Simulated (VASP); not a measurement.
# Ag (P6_3/mmc) in VASP: further runs

Runs on Ag. Level: PBEsol. Tasks: relaxation of cell and atoms.

Program: VASP 6.6.1. These are calculated values, not measurements. Logs are shortened: lines on timing, memory, paths and dates and some standing lists are left out, and cuts for length are marked.

**1. The cell of the first run**

The structure is hexagonal, space group P6_3/mmc (No. 194). The conventional cell has a = 2.727 Å, b = 2.727 Å, c = 4.459 Å, α = 90.00°, β = 90.00°, γ = 120.00°. Ag (site symmetry -6m2) has 12 Ag at 2.73 Å within 3.6 Å.

This isn't the form of Ag at room conditions, which is fcc.

**2. Relaxation of cell and atoms, PBEsol, target pressure 25 GPa, at which the enthalpy is minimised**

Contents of INCAR:

```
  PREC = Accurate
  ENCUT = 600
  EDIFF = 1E-7
  ISMEAR = 0
  SIGMA = 0.1
  LREAL = F
  LASPH = T
  NELM = 60
  ALGO = Fast
  ISIF = 3
  LWAVE = F
  LCHARG = F
  GGA = PS
  IBRION = 2
  NSW = 70
  EDIFFG = -0.008
  PSTRESS = 250.0
```

Contents of KPOINTS:

```
Automatic mesh
0
Gamma
  18 18 10
```

Contents of POSCAR:

```
Ag
1.0
    2.7265045504      0.0000000000      0.0000000000
   -1.3632522752      2.3612222042      0.0000000000
    0.0000000000      0.0000000000      4.4591536745
Ag
2
Direct
    0.3333333333      0.6666666667      0.2500000000
    0.6666666667      0.3333333333      0.7500000000
```

Potentials or basis: VASP PAW PBE potentials, release 64 (Ag).

Launch:

```sh
cat potpaw_PBE.64/Ag/POTCAR > POTCAR
mpirun -np 1 vasp_std > vasp.out
```

OUTCAR:

```text
PREC = Accurate
   ENCUT = 600
   EDIFF = 1E-7
   ISMEAR = 0
   LREAL = F
   LASPH = T
   NELM = 60
   ISIF = 3
   GGA = PS
   IBRION = 2
   NSW = 70
   EDIFFG = -0.008
   PSTRESS = 250.0

 ion  position               nearest neighbor table
   1  0.333  0.667  0.250-   2 2.73   2 2.73   2 2.73   2 2.73   2 2.73   2 2.73
   2  0.667  0.333  0.750-   1 2.73   1 2.73   1 2.73   1 2.73   1 2.73   1 2.73

  LATTYP: Found a hexagonal cell.
 ALAT       =     2.7265045504
 C/A-ratio  =     1.6354836723

  Lattice vectors:

 A1 = (   2.7265045504,   0.0000000000,   0.0000000000)
 A2 = (  -1.3632522752,   2.3612222042,   0.0000000000)
 A3 = (   0.0000000000,   0.0000000000,   4.4591536745)

Analysis of symmetry for initial positions (statically):
=====================================================================
 Subroutine PRICEL returns:
 Original cell was already a primitive cell.

 Routine SETGRP: Setting up the symmetry group for a
 hexagonal supercell.

 Subroutine GETGRP returns: Found 24 space group operations
 (whereof 12 operations were pure point group operations)
 out of a pool of 24 trial point group operations.

The static configuration has the point symmetry D_3d.
 The point group associated with its full space group is D_6h.

Analysis of symmetry for dynamics (positions and initial velocities):
=====================================================================
 Subroutine PRICEL returns:
 Original cell was already a primitive cell.

 Routine SETGRP: Setting up the symmetry group for a
 hexagonal supercell.

 Subroutine GETGRP returns: Found 24 space group operations
 (whereof 12 operations were pure point group operations)
 out of a pool of 24 trial point group operations.

The dynamic configuration has the point symmetry D_3d.
 The point group associated with its full space group is D_6h.

 Subroutine INISYM returns: Found 24 space group operations
 (whereof 12 operations are pure point group operations),
 and found     1 'primitive' translations

----------------------------------------------------------------------------------------

                                     Primitive cell

  volume of cell :      28.7075

  direct lattice vectors                    reciprocal lattice vectors
     2.726504550  0.000000000  0.000000000     0.366769973  0.211754743  0.000000000
    -1.363252275  2.361222204  0.000000000     0.000000000  0.423509485  0.000000000
     0.000000000  0.000000000  4.459153675     0.000000000  0.000000000  0.224257802

  length of vectors
     2.726504550  2.726504550  4.459153675     0.423509485  0.423509485  0.224257802

  position of ions in fractional coordinates (direct lattice)
     0.333333333  0.666666667  0.250000000
     0.666666667  0.333333333  0.750000000

  ion indices of the primitive-cell ions
   primitive index   ion index
                 1           1
                 2           2

----------------------------------------------------------------------------------------

 KPOINTS: Automatic mesh

Automatic generation of k-mesh.
 Grid dimensions read from file:
 generate k-points for:   18   18   10

 Generating k-lattice:

  Cartesian coordinates                     Fractional coordinates (reciprocal lattice)
     0.020376110  0.011764152  0.000000000     0.055555556  0.000000000  0.000000000
     0.000000000  0.023528305  0.000000000     0.000000000  0.055555556  0.000000000
     0.000000000  0.000000000  0.022425780     0.000000000  0.000000000  0.100000000

  Length of vectors
     0.023528305  0.023528305  0.022425780

  Shift w.r.t. Gamma in fractional coordinates (k-lattice)
     0.000000000  0.000000000  0.000000000

 Subroutine IBZKPT returns following result:
 ===========================================

 Found    222 irreducible k-points:

 Following reciprocal coordinates:
            Coordinates               Weight
  0.000000  0.000000  0.000000      1.000000
  0.055556  0.000000  0.000000      6.000000
  0.111111  0.000000  0.000000      6.000000
  0.166667 -0.000000  0.000000      6.000000
  0.222222  0.000000  0.000000      6.000000
  0.277778  0.000000  0.000000      6.000000
[... 16 lines left out ...]
  0.333333  0.111111  0.000000     12.000000
  0.388889  0.111111  0.000000     12.000000
 [... further k-points ...]
   k-points           NKPTS =    222   k-points in BZ     NKDIM =    222   number of bands    NBANDS=     15
   number of dos      NEDOS =    301   number of ions     NIONS =      2
   total plane-waves  NPLWV =  20736
   dimension x,y,z NGX =    24 NGY =   24 NGZ =   36
   dimension x,y,z NGXF=    48 NGYF=   48 NGZF=   72
   ions per type =               2
   NGX,Y,Z   is equivalent  to a cutoff of  14.63, 14.63, 13.42 a.u.
   NGXF,Y,Z  is equivalent  to a cutoff of  29.27, 29.27, 26.84 a.u.
 SYSTEM =  unknown system
   PREC   = accura    normal or accurate (medium, high low for compatibility)
   ISTART =      0    job   : 0-new  1-cont  2-samecut
   ICHARG =      2    charge: 1-file 2-atom 10-const
   ISPIN  =      1    spin polarized calculation?
   LNONCOLLINEAR =      F non collinear calculations
   LSORBIT =      F    spin-orbit coupling
   LASPH  =      T    aspherical Exc in radial PAW
   ENCUT  =  600.0 eV  44.10 Ry    6.64 a.u.   5.45  5.45  8.91*2*pi/ulx,y,z
   NELM   =     60;   NELMIN=  2; NELMDL= -5     # of ELM steps
   EDIFF  = 0.1E-06   stopping-criterion for ELM
   LREAL  =      F    real-space projection
   EDIFFG = -.8E-02   stopping-criterion for IOM
   NSW    =     70    number of steps for IOM
   IBRION =      2    ionic relax: 0-MD 1-quasi-New 2-CG
   NFREE  =      1    steps in history (QN), initial steepest desc. (CG)
   ISIF   =      3    stress and relaxation
   ISYM   =      2    0-nonsym 1-usesym 2-fastsym
   POTIM  = 0.5000    time-step for ionic-motion
   TEBEG  =    0.0;   TEEND  =   0.0 temperature during run
   PSTRESS=  250.0 pullay stress
   NELECT =      22.0000    total number of electrons
   NUPDOWN=      -1.0000    fix difference up-down
   EMIN   =  10.00;   EMAX   =-10.00  energy-range for DOS
   EFERMI =   0.00;   METHOD = LEGACY
   ISMEAR =     0;   SIGMA  =   0.10  broadening in eV -4-tet -1-fermi 0-gaus
   EFERMI_NEDOS =   21; number of points for ismear=-14 and -15
   IALGO  =     68    algorithm
   IMIX   =      4    mixing-type and parameters
     AMIX     =   0.40;   BMIX     =  1.00
     AMIX_MAG =   1.60;   BMIX_MAG =  1.00
  volume/ion in A,a.u.               =      14.35        96.86
  Fermi-wavevector in a.u.,A,eV,Ry     =   1.498134  2.831062 30.536975  2.244404
  Thomas-Fermi vector in A             =   2.609932
   LORBIT       =      0    0 simple, 1 ext, 2 COOP (PROOUT), +10 PAW based schemes
   GGA     = PS    functional components
   LHFCALC =     F    Hartree Fock is set to
   AEXX    =    0.0000 exact exchange contribution
   IVDW    =     0    specifies the selected vdW correction
   LEPSILON=     F    determine dielectric tensor
   LRPA    =     F    only Hartree local field effects (RPA)
 conjugate gradient relaxation of ions
 non-spin polarized calculation
 RMM-DIIS sequential band-by-band and
 Gauss-broadening in eV      SIGMA  =   0.10
  energy-cutoff  :      600.00
  volume of cell :       28.71
 maximum number of plane-waves:       990
 NGX is ok and might be reduce to    24
   NGX = 11   NGY = 11   NGZ = 17

--------------------------------------- Ionic step        1  -------------------------------------------

 number of electron      22.0000003 magnetization

 Free energy of the ion-electron system (eV)
  ---------------------------------------------------
  ext. energy  EPLUGINS =         0.00000000
  ---------------------------------------------------
  free energy    TOTEN  =        -6.27569429 eV

  energy without entropy =       -6.27177316  energy(sigma->0) =       -6.27373373

------------------------ aborting loop because EDIFF is reached ----------------------------------------

  FORCE on cell =-STRESS in cart. coord.  units (eV):
  Direction    XX          YY          ZZ          XY          YZ          ZX
  --------------------------------------------------------------------------------------
  -------------------------------------------------------------------------------------
  Total        4.7962350      4.7962350      4.7733210      0.0000000      0.0000000      0.0000000
  in kB      267.6797462    267.6797462    266.4009062      0.0000000      0.0000000      0.0000000
  external PRESSURE =      17.2534662 kB  Pullay stress =     250.0000000 kB

 VOLUME and BASIS-vectors are now :
 -----------------------------------------------------------------------------
  energy-cutoff  :      600.00
  volume of cell :       28.71
      direct lattice vectors                 reciprocal lattice vectors
     2.726504550  0.000000000  0.000000000     0.366769973  0.211754743  0.000000000
    -1.363252275  2.361222204  0.000000000     0.000000000  0.423509485  0.000000000
     0.000000000  0.000000000  4.459153675     0.000000000  0.000000000  0.224257802
[... 160 lines left out ...]
  FREE ENERGIE OF THE ION-ELECTRON SYSTEM (eV)
  ---------------------------------------------------
  free  energy   TOTEN  =        -6.3055811683 eV

  energy  without entropy=       -6.3016243206  energy(sigma->0) =       -6.30360274

  enthalpy is  TOTEN    =        -1.7972642554 eV   P V=        4.5083169130

--------------------------------------- Ionic step        6  -------------------------------------------

 number of electron      22.0000002 magnetization

 Free energy of the ion-electron system (eV)
  ---------------------------------------------------
  ext. energy  EPLUGINS =         0.00000000
  ---------------------------------------------------
  free energy    TOTEN  =        -6.30584931 eV

  energy without entropy =       -6.30189790  energy(sigma->0) =       -6.30387361

 E-fermi :  10.7328     XC(G=0): -13.4282

 val. band max:       10.7179175568   @ k =   0.2222   0.2222   0.5000
 cond. band min:      10.7700485580   @ k =   0.2778   0.0000   0.3000
 fundamental gap:      0.0521310012
 Fermi energy:        10.7327559195

 k-point     1 :       0.0000    0.0000    0.0000
  band No.  band energies     occupation
      1       1.6181      2.00000
      2       3.1854      2.00000
      3       5.2865      2.00000
      4       5.4107      2.00000
      5       5.4107      2.00000
      6       5.7385      2.00000
      7       5.7385      2.00000
      8       6.2126      2.00000
      9       6.2126      2.00000
     10       7.5686      2.00000
     11       7.5686      2.00000
     12       9.8126      2.00000
     13      15.3489      0.00000
     14      26.7390      0.00000
     15      28.8451      0.00000
[... 397 lines left out ...]
 k-point    24 :       0.3889    0.1111    0.0000
  band No.  band energies     occupation
      1       3.5059      2.00000
      2       3.7630      2.00000
      3       3.9194      2.00000
      4       5.2388      2.00000
      5       5.6795      2.00000
      6       5.9416      2.00000
      7       5.9688      2.00000
      8       7.5496      2.00000
      9       7.7465      2.00000
     10       7.7696      2.00000
     11      10.4694      1.99980
     12      14.0928      0.00000
     13      18.3200      0.00000
     14      18.5828      0.00000
     15      20.6482      0.00000

 [... further k-points ...]
[... 5 lines left out ...]
  --------------------------------------------------------------------------------------
  -------------------------------------------------------------------------------------
  Total        4.5191879      4.5191879      4.5242702      0.0000000      0.0000000      0.0000000
  in kB      250.5879606    250.5879606    250.8697714      0.0000000      0.0000000      0.0000000
  external PRESSURE =       0.6818975 kB  Pullay stress =     250.0000000 kB

 VOLUME and BASIS-vectors are now :
 -----------------------------------------------------------------------------
  energy-cutoff  :      600.00
  volume of cell :       28.89
      direct lattice vectors                 reciprocal lattice vectors
     2.733030880  0.000000000  0.000000000     0.365894146  0.211249084  0.000000000
    -1.366515440  2.366874172  0.000000000     0.000000000  0.422498167  0.000000000
     0.000000000 -0.000000000  4.466744071     0.000000000 -0.000000000  0.223876717

 POSITION                                       TOTAL-FORCE (eV/Angst)
 -----------------------------------------------------------------------------------
     -0.00000      1.57792      1.11669         0.000000      0.000000      0.000000
      1.36652      0.78896      3.35006        -0.000000     -0.000000     -0.000000
 -----------------------------------------------------------------------------------
    total drift:                               -0.000000      0.000000     -0.000000

  FREE ENERGIE OF THE ION-ELECTRON SYSTEM (eV)
  ---------------------------------------------------
  free  energy   TOTEN  =        -6.3058493094 eV

  energy  without entropy=       -6.3018979027  energy(sigma->0) =       -6.30387361

  enthalpy is  TOTEN    =        -1.7972648976 eV   P V=        4.5085844118

 reached required accuracy - stopping structural energy minimisation
```

It took 6.1 min on 1 thread of Intel Xeon Platinum 8375C at 2.90GHz (Ice Lake), shared host; peak memory 0.24 GiB.

Results:

| Item | Value |
| --- | --- |
| Free energy | -6.3058 eV |
| Relaxed volume | 14.45 Å³/atom |
| Relaxed cell | a = 2.733 Å, b = 2.733 Å, c = 4.467 Å, α = 90.00°, β = 90.00°, γ = 120.00° |
| Space group after relaxing (to 0.1 Å) | P6_3/mmc (No. 194) |
| Energy change on relaxing (the run minimises the enthalpy) | -15.1 meV/atom |
| Ionic steps | 6 |
| Pressure after relaxing | 25.1 GPa |
| Band gap on the k mesh | zero (bands 11 and 12 overlap by 8.18 eV) |

Step by step:
```csv
step,energy change (eV),largest force (eV/Å),pressure (GPa),volume (Å³)
1,0.0000,0.0000,26.73,28.71
2,-0.0967,0.0000,21.54,29.35
3,-0.0301,0.0000,24.97,28.89
4,-0.0295,0.0000,25.11,28.89
5,-0.0299,0.0000,25.08,28.89
6,-0.0302,0.0000,25.07,28.89
```

Final structure:
```
Ag
1.0
     2.73303    0.00000    0.00000
    -1.36652    2.36687    0.00000
     0.00000    0.00000    4.46674
Ag
2
Direct
  0.33333 0.66667 0.25000
  0.66667 0.33333 0.75000
```

Caveat: the cell is relaxed towards a set pressure, so the run minimises the enthalpy, not the energy; the PAW data sets were made with another functional, which shifts forces and pressure a little.

**3. Relaxation of cell and atoms, PBEsol, target pressure 12 GPa, at which the enthalpy is minimised**

This run uses another cell than the first one, of 15.33 Å³/atom.

Contents of INCAR:

```
ALGO = Fast
EDIFF = 1E-6
EDIFFG = -0.008
ENCUT = 600
GGA = PS
IBRION = 2
ISIF = 3
ISMEAR = 0
LASPH = True
LCHARG = False
LREAL = False
LWAVE = False
NELM = 80
NSW = 70
PREC = Accurate
PSTRESS = 120.0
SIGMA = 0.1
```

Contents of KPOINTS:

```
k-points
0
Gamma
  18 18 10
```

Contents of POSCAR:

```
Ag
1.0
    2.7866066087      0.0000000000      0.0000000000
   -1.3933033043      2.4132721135      0.0000000000
    0.0000000000      0.0000000000      4.5590497258
Ag
2
Direct
    0.3333333333      0.6666666667      0.2500000000
    0.6666666667      0.3333333333      0.7500000000
```

Potentials or basis: VASP PAW PBE potentials, release 64 (Ag).

Launch:

```sh
cat potpaw_PBE.64/Ag/POTCAR > POTCAR
mpirun -np 1 vasp_std > vasp.out
```

Wall time 3.3 min (1 thread of Intel Xeon Platinum 8375C at 2.90GHz (Ice Lake), shared host); peak memory 0.24 GiB.

Results (log left out):

| Property | Result |
| --- | --- |
| Free energy | -6.5149 eV |
| Relaxed volume | 15.36 Å³/atom |
| Relaxed cell | a = 2.789 Å, b = 2.789 Å, c = 4.562 Å, α = 90.00°, β = 90.00°, γ = 120.00° |
| Space group after relaxing (to 0.1 Å) | P6_3/mmc (No. 194) |
| Energy change on relaxing (the run minimises the enthalpy) | -2.7 meV/atom |
| Ionic steps | 3 |
| Pressure after relaxing | 12.0 GPa |
| Band gap on the k mesh | zero (bands 11 and 12 overlap by 7.88 eV) |

The path:
```tsv
step	energy change (eV)	largest force (eV/Å)	pressure (GPa)	volume (Å³)
1	0.0000	0.0000	12.30	30.66
2	-0.0096	0.0000	11.67	30.79
3	-0.0053	0.0000	11.98	30.73
```

Final structure:
```cif
data_structure
_symmetry_space_group_name_H-M 'P 1'
_symmetry_Int_Tables_number 1
_cell_length_a 2.7889
_cell_length_b 2.7889
_cell_length_c 4.5618
_cell_angle_alpha 90.000
_cell_angle_beta 90.000
_cell_angle_gamma 120.000
_cell_volume 30.73
loop_
_atom_site_label
_atom_site_type_symbol
_atom_site_fract_x
_atom_site_fract_y
_atom_site_fract_z
_atom_site_occupancy
Ag1 Ag 0.33333 0.66667 0.25000 1
Ag2 Ag 0.66667 0.33333 0.75000 1
```

Levels at points of the mesh, in eV from the Fermi level:
| k point | band 7 | band 8 | band 9 | band 10 | band 11 | band 12 | band 13 | band 14 | band 15 |
| --- | --- | --- | --- | --- | --- | --- | --- | --- | --- |
| (0.00, 0.00, 0.00) | -4.75 | -4.32 | -4.32 | -3.10 | -3.10 | -0.73 | 4.21 | 15.92 | 17.93 |
| (0.50, 0.00, 0.00) | -4.07 | -2.93 | -2.86 | -2.76 | 0.12 | 1.85 | 7.39 | 7.62 | 10.37 |
| (0.00, 0.00, 0.50) | -4.95 | -4.95 | -3.47 | -3.47 | -3.47 | -3.47 | 11.93 | 11.93 | 16.34 |
| (0.50, 0.00, 0.50) | -3.19 | -3.19 | -2.82 | -2.82 | 0.63 | 0.63 | 5.26 | 5.26 | 14.49 |

Caveat: the cell is relaxed towards a set pressure, so the run minimises the enthalpy, not the energy; the PAW data sets were made with another functional, which shifts forces and pressure a little.

**4. Relaxation of cell and atoms, PBEsol, target pressure 4 GPa, at which the enthalpy is minimised**

This run uses another cell than the first one, of 16.17 Å³/atom.

Contents of INCAR:

```
PREC = Accurate ; ENCUT = 600
EDIFF = 1E-7 ; ISMEAR = 0
SIGMA = 0.1 ; LREAL = False
LASPH = True ; NELM = 80
ALGO = Fast ; ISIF = 3
LWAVE = False ; LCHARG = False
GGA = PS ; IBRION = 2
NSW = 70 ; EDIFFG = -0.008
PSTRESS = 40.0
```

Contents of KPOINTS:

```
regular mesh
0
Gamma
  18 18 10
```

Contents of POSCAR:

```
Ag
1.0
    2.8366240751      0.0000000000      0.0000000000
   -1.4183120375      2.4565885100      0.0000000000
    0.0000000000      0.0000000000      4.6414023136
Ag
2
Direct
    0.3333333333      0.6666666667      0.2500000000
    0.6666666667      0.3333333333      0.7500000000
```

Launch:

```sh
cat potpaw_PBE.64/Ag/POTCAR > POTCAR
mpirun -np 1 vasp_std > vasp.out
```

Run time: 3.6 min. Hardware: 1 thread of Intel Xeon Platinum 8375C at 2.90GHz (Ice Lake), shared host; peak memory 0.25 GiB.

Results (log left out):

| Property | Result |
| --- | --- |
| Free energy | -6.5926 eV |
| Relaxed volume | 16.15 Å³/atom |
| Relaxed cell | a = 2.836 Å, b = 2.836 Å, c = 4.639 Å, α = 90.00°, β = 90.00°, γ = 120.00° |
| Space group after relaxing (to 0.1 Å) | P6_3/mmc (No. 194) |
| Energy change on relaxing (the run minimises the enthalpy) | +0.5 meV/atom |
| Ionic steps | 3 |
| Pressure after relaxing | 4.0 GPa |
| Band gap on the k mesh | zero (bands 11 and 12 overlap by 7.66 eV) |

Step by step:
| step | energy change (eV) | largest force (eV/Å) | pressure (GPa) | volume (Å³) |
| --- | --- | --- | --- | --- |
| 1 | 0.0000 | 0.0000 | 3.84 | 32.34 |
| 2 | 0.0019 | 0.0000 | 4.15 | 32.27 |
| 3 | 0.0009 | 0.0000 | 4.01 | 32.31 |

Final structure:
```xyz
2
Lattice="2.8356 0.0000 0.0000 -1.4178 2.4557 0.0000 0.0000 0.0000 4.6394" Properties=species:S:1:pos:R:3 pbc="T T T"
Ag    0.0000    1.6371    1.1599
Ag    1.4178    0.8186    3.4796
```

Levels at points of the mesh, in eV from the Fermi level:
```csv
k point,band 8,band 9,band 10,band 11,band 12,band 13,band 14,band 15
"(0.00, 0.00, 0.00)",-4.17,-4.17,-3.06,-3.06,-0.58,3.90,15.81,17.76
"(0.50, 0.00, 0.00)",-2.90,-2.84,-2.75,0.12,1.72,7.14,7.39,9.89
"(0.00, 0.00, 0.50)",-4.73,-3.40,-3.40,-3.40,-3.40,11.54,11.54,16.20
"(0.50, 0.00, 0.50)",-3.13,-2.81,-2.81,0.69,0.69,4.94,4.94,14.07
```

Caveat: the cell is relaxed towards a set pressure, so the run minimises the enthalpy, not the energy; the PAW data sets were made with another functional, which shifts forces and pressure a little.

(Part 1 of 2 ends here.)
